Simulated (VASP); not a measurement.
# HC24 in VASP: further runs, part 2 of 2

VASP 6.6.1. The steps go on from the part before.

### 3 Single point, PBE+D3(BJ)

The input, INCAR:

```
SYSTEM = HC24
PREC     = Accurate       ! precision mode
ENCUT    = 520            ! plane-wave cutoff, eV
EDIFF    = 1E-6           ! SCF threshold, eV
ISMEAR   = 0              ! smearing method
SIGMA    = 0.05           ! smearing width, eV
LREAL    = Auto         
LASPH    = .True.         ! aspherical terms in the spheres
NELM     = 80             ! most SCF steps
ALGO     = Normal         ! electronic algorithm
ISIF     = 2              ! what is computed and relaxed
LWAVE    = .False.        ! write WAVECAR
LCHARG   = .True.         ! write CHGCAR
GGA      = PE             ! functional
IVDW     = 12             ! dispersion correction
LELF     = .True.         ! ELF
LVHAR    = .True.       
NBANDS   = 128            ! bands
LUSENCCL = .False.
```

The input, KPOINTS:

```
Automatic mesh
0
Gamma
  4 2 1
  0 0 0
```

The input, POSCAR:

```
HC24
1.0
    7.3920000000      0.0000000000      0.0000000000
    0.0000000000     15.3639834835      0.0000000000
    0.0000000000      0.0000000000     22.0000000000
C H
48 2
Direct
    0.0000000000      0.0000000000      0.4545454545
    0.1656642316      0.0381957583      0.4728939091
    0.1637551407      0.1138987166      0.5100261818
    0.0003354978      0.1513116050      0.5272470000
   -0.0041548972      0.2304165455      0.5681888636
    0.1698260281      0.2857430825      0.5703327727
    0.1653618777      0.3701793227      0.5350058636
    0.0019316829      0.4092546706      0.5197004091
   -0.0000316558      0.4870805809      0.4848126818
    0.1656539502      0.5253856859      0.4666983636
    0.1656373106      0.6056514582      0.4345560909
   -0.0002437771      0.6476354918      0.4217422727
   -0.0003781115      0.7372854841      0.4060178182
    0.1660060877      0.7832816934      0.4043392273
    0.1658698593      0.8746859833      0.4140399545
    0.0000170455      0.9179912238      0.4245671364
    0.3329333063     -0.0008352001      0.4556969545
    0.5000614177      0.0366955614      0.4741961818
    0.5006255411      0.1119949785      0.5116583182
    0.3334333063      0.1528610079      0.5282694091
    0.3359673972      0.2356607584      0.5530347727
    0.5004159903      0.2821431697      0.5529251818
    0.4995649351      0.3717968069      0.5371295909
    0.3306175595      0.4105810194      0.5201754545
    0.3318758117      0.4875440024      0.4849739091
    0.4995967262      0.5262488735      0.4678228182
    0.4995186688      0.6058085138      0.4351649091
    0.3326704545      0.6479383430      0.4219549091
    0.3327095509      0.7372028232      0.4062711818
    0.4998137175      0.7832695871      0.4045465455
    0.4997460768      0.8746240202      0.4144395455
    0.3330217803      0.9181400133      0.4253395455
    0.6660372024     -0.0008605841      0.4557598636
    0.8337881494      0.0378026311      0.4729431818
    0.8350298972      0.1126228756      0.5103540909
    0.6661222944      0.1495112256      0.5293015000
    0.6652324134      0.2364436283      0.5511864091
    0.8296182359      0.2826723294      0.5547277727
    0.8321436688      0.3685337208      0.5357770000
    0.6649968885      0.4112252533      0.5215406818
    0.6655687229      0.4886394214      0.4862052727
    0.8326927760      0.5261006046      0.4676181818
    0.8326179654      0.6054379719      0.4351662273
    0.6659061147      0.6477256377      0.4221391818
    0.6658405032      0.7373131462      0.4062327273
    0.8329283009      0.7834052290      0.4045762273
    0.8329780844      0.8744323381      0.4142142273
    0.6661205357      0.9178408721      0.4252322273
   -0.0227738095      0.2039910420      0.6145777727
    0.1883529491      0.3049565241      0.6184078182
```

Potentials or basis: VASP PAW PBE potentials, release 64 (C, H).

Started as:

```sh
cat potpaw_PBE.64/C/POTCAR potpaw_PBE.64/H/POTCAR > POTCAR
mpirun -np 1 vasp_std > vasp.out
```

Wall time 3.2 min (1 × NVIDIA H100 80GB with 1 thread of AMD EPYC 7R13 (Zen 3), shared host); peak memory 2.9 GiB.

It converged, with:

```
Free energy                : -450.6611 eV
Largest force              : 0.036 eV/Å
Band gap on the k mesh     : 0.19 eV
Dispersion energy per atom : -0.088 eV
```

Forces in eV/Å, atoms in the order of the input:
```
C    0.003  0.017  0.032
C    0.023 -0.002 -0.001
C    0.015  0.002  0.002
C   -0.001  0.007  0.007
C   -0.002  0.000  0.004
C   -0.008 -0.007 -0.007
C    0.002 -0.013 -0.001
C   -0.001 -0.004  0.000
C   -0.002 -0.002  0.003
C   -0.003  0.003 -0.011
C    0.003 -0.003 -0.006
C    0.000 -0.001 -0.006
C    0.000  0.000 -0.010
C   -0.002  0.002 -0.008
C   -0.002 -0.004 -0.007
C   -0.001  0.002 -0.007
C   -0.001 -0.001 -0.003
C   -0.001 -0.004 -0.002
C   -0.004 -0.008 -0.001
C   -0.010 -0.011 -0.001
C   -0.016 -0.003  0.004
C    0.004  0.004  0.016
C   -0.005  0.005  0.010
C    0.000  0.008  0.003
C   -0.015  0.000  0.002
C    0.000 -0.007 -0.004
C   -0.003  0.005 -0.007
C    0.002 -0.003 -0.009
C    0.001  0.001  0.002
C    0.002  0.001 -0.008
C   -0.001  0.004 -0.004
C   -0.002  0.007 -0.004
C    0.000 -0.002 -0.002
C   -0.024 -0.003 -0.004
C   -0.019  0.003  0.004
C    0.003  0.001  0.008
C    0.010 -0.006  0.012
C    0.012  0.004  0.008
C    0.005  0.006 -0.001
C    0.013  0.001 -0.001
C    0.011 -0.001 -0.005
C    0.003 -0.001 -0.003
C   -0.004  0.000 -0.003
C    0.001 -0.005 -0.010
C    0.009  0.000 -0.003
C    0.003 -0.001 -0.009
C    0.003  0.004 -0.004
C   -0.003  0.003 -0.006
H   -0.006 -0.013  0.020
H    0.006  0.013  0.025
```

Levels at points of the mesh, in eV from the valence-band top:
| k point | band 94 | band 95 | band 96 | band 97 | band 98 | band 99 | band 100 | band 101 |
| --- | --- | --- | --- | --- | --- | --- | --- | --- |
| (0.00, 0.00, 0.00) | -1.89 | -1.43 | -0.49 | 0.00 | 0.19 | 0.52 | 1.41 | 1.72 |
| (0.50, 0.00, 0.00) | -2.40 | -1.77 | -1.63 | -1.16 | 0.89 | 1.52 | 1.64 | 1.84 |
| (0.00, 0.50, 0.00) | -1.42 | -0.93 | -0.87 | -0.45 | 0.46 | 1.00 | 1.10 | 1.39 |
| (0.50, 0.50, 0.00) | -2.18 | -2.15 | -2.06 | -1.15 | 0.87 | 1.79 | 1.80 | 1.95 |

Caveat: there is no dipole correction, which matters where the two faces differ.

### 4 Single point, PBE+D3(BJ)

The input, INCAR:

```
SYSTEM = HC24
PREC = Accurate
ENCUT = 520
EDIFF = 1E-7
ISMEAR = 0
SIGMA = 0.05
LREAL = Auto
LASPH = .TRUE.
NELM = 100
ALGO = Normal
ISIF = 2
LWAVE = .FALSE.
LCHARG = .FALSE.
GGA = PE
IVDW = 12
NBANDS = 128
LUSENCCL = .FALSE.
```

The input, KPOINTS:

```
regular mesh
0
G
  4 2 1
  0 0 0
```

The input, POSCAR:

```
HC24
1.0
    7.3920000000      0.0000000000      0.0000000000
    0.0000000000     15.3639834835      0.0000000000
    0.0000000000      0.0000000000     22.0000000000
C H
48 2
Direct
    0.0000000000      0.0000000000      0.4545454545
    0.1667316017      0.0382676798      0.4732226364
    0.1663235931      0.1125504985      0.5103876364
   -0.0009361472      0.1517594055      0.5273762273
   -0.0033185877      0.2342009807      0.5582859545
    0.1722080628      0.2846257941      0.5624719545
    0.1697393128      0.3739193684      0.5420876364
    0.0025182630      0.4159136859      0.5287834091
    0.0019795725      0.4939726086      0.4955929545
    0.1687084686      0.5324727151      0.4772549545
    0.1681594968      0.6097662114      0.4423210455
    0.0013521374      0.6506332821      0.4273790000
    0.0010137987      0.7382504031      0.4078408182
    0.1676346050      0.7843395571      0.4047107273
    0.1673091180      0.8755679160      0.4130396818
    0.0005273268      0.9191174291      0.4237583182
    0.3341236472     -0.0002963424      0.4548675909
    0.5000979437      0.0367100108      0.4735120909
    0.4996926407      0.1122742681      0.5107070455
    0.3343080357      0.1518365340      0.5273791818
    0.3360159632      0.2379522865      0.5501050000
    0.5015856331      0.2838336168      0.5518762727
    0.5021758658      0.3747825560      0.5422033182
    0.3347044102      0.4164598984      0.5293583182
    0.3347027868      0.4954513267      0.4960638636
    0.5017654221      0.5332799276      0.4779150000
    0.5014442641      0.6099944725      0.4424987727
    0.3345546537      0.6506442819      0.4274279545
    0.3343818994      0.7383675602      0.4077880455
    0.5009385823      0.7842013767      0.4045753636
    0.5006258117      0.8756525295      0.4129544545
    0.3340949675      0.9190835186      0.4238793636
    0.6669169372     -0.0007666632      0.4551405909
    0.8339676677      0.0371339894      0.4732297727
    0.8339652327      0.1123987800      0.5104325455
    0.6665853626      0.1511493424      0.5271307273
    0.6671094426      0.2378175558      0.5485047727
    0.8327345779      0.2832345534      0.5533020455
    0.8343862284      0.3739853669      0.5421535000
    0.6690301677      0.4166676570      0.5297579545
    0.6685936147      0.4958842222      0.4963633182
    0.8345396374      0.5326414213      0.4774191364
    0.8345684524      0.6097382238      0.4423726818
    0.6680185335      0.6505848572      0.4274265909
    0.6677092803      0.7383794712      0.4077370000
    0.8342834145      0.7842209680      0.4046093182
    0.8341405574      0.8756035838      0.4129505455
    0.6672326840      0.9188895585      0.4238769545
    0.0213716180      0.2267093689      0.6238482727
    0.1504031385      0.2747153435      0.6260730455
```

Started as:

```sh
cat potpaw_PBE.64/C/POTCAR potpaw_PBE.64/H/POTCAR > POTCAR
mpirun -np 1 vasp_std > vasp.out
```

It took 5.5 min on 1 × NVIDIA H100 80GB with 1 thread of AMD EPYC 7R13 (Zen 3), shared host; peak memory 2.9 GiB.

It converged, with:

```
Free energy                : -447.5788 eV
Largest force              : 0.121 eV/Å
Band gap on the k mesh     : 0.01 eV (least direct gap 0.05 eV)
Dispersion energy per atom : -0.088 eV
```

Forces on the atoms (eV/Å):
```
C    0.007 -0.022  0.026
C    0.011 -0.018 -0.008
C    0.008  0.003  0.002
C    0.014 -0.018  0.011
C   -0.003 -0.002 -0.056
C   -0.087  0.005  0.084
C   -0.007  0.062 -0.007
C    0.015 -0.038  0.022
C    0.013  0.020 -0.011
C   -0.010  0.011 -0.009
C    0.010  0.001 -0.007
C   -0.008 -0.009 -0.005
C    0.001 -0.003 -0.008
C    0.004  0.001 -0.007
C    0.009 -0.005 -0.016
C   -0.010  0.001 -0.005
C   -0.004  0.002 -0.004
C   -0.006  0.007  0.004
C    0.014 -0.016 -0.003
C   -0.027  0.027  0.011
C    0.063 -0.050 -0.030
C   -0.014 -0.002  0.013
C    0.020  0.026  0.023
C   -0.022 -0.005  0.004
C   -0.009  0.007 -0.005
C   -0.014 -0.001 -0.007
C    0.003 -0.005  0.000
C   -0.003 -0.021 -0.002
C   -0.007  0.006 -0.010
C   -0.018  0.007 -0.004
C    0.002 -0.010 -0.011
C   -0.015 -0.009 -0.010
C    0.014  0.005  0.000
C   -0.027 -0.010 -0.010
C    0.008 -0.014 -0.021
C   -0.008  0.005  0.013
C    0.003 -0.011  0.009
C    0.001  0.030  0.014
C    0.004  0.006  0.013
C   -0.001  0.002  0.008
C    0.010 -0.007  0.019
C    0.010 -0.006  0.008
C    0.009  0.010 -0.010
C    0.002 -0.003 -0.005
C    0.033 -0.005 -0.006
C   -0.004 -0.021 -0.010
C    0.012  0.014 -0.009
C   -0.002  0.000  0.000
H    0.002  0.021  0.014
H    0.005  0.034 -0.006
```

Levels at points of the mesh, in eV from the valence-band top:
```csv
k point,band 94,band 95,band 96,band 97,band 98,band 99,band 100,band 101
"(0.00, 0.00, 0.00)",-1.94,-0.76,-0.73,0.00,0.09,0.79,0.81,1.70
"(0.50, 0.00, 0.00)",-2.44,-1.84,-1.60,-0.04,0.01,1.46,1.56,1.72
"(0.00, 0.50, 0.00)",-1.49,-0.95,-0.95,-0.06,0.09,1.02,1.03,1.45
"(0.50, 0.50, 0.00)",-2.20,-2.18,-2.15,-0.12,0.08,1.77,1.77,1.92
```

Caveat: there is no dipole correction, which matters where the two faces differ.

### 5 Summary

```csv
cell,gap on the mesh (eV),largest force (eV/Å)
"as given, atomic positions A",0.24,0.02
"as given, atomic positions B",0.19,0.04
"as given, atomic positions C",0.01,0.12
```

Alike in all rows: task single point; level PBE+D3(BJ); potentials or basis VASP PAW PBE potentials, release 64 (C, H); no spin polarisation; k mesh 4 × 2 × 1; cutoff (eV) 520; smearing gaussian 0.05 eV.

Caveats: there is no dipole correction, which matters where the two faces differ.

Total energies depend on the potentials used, so only differences within one code and one set of settings carry meaning.
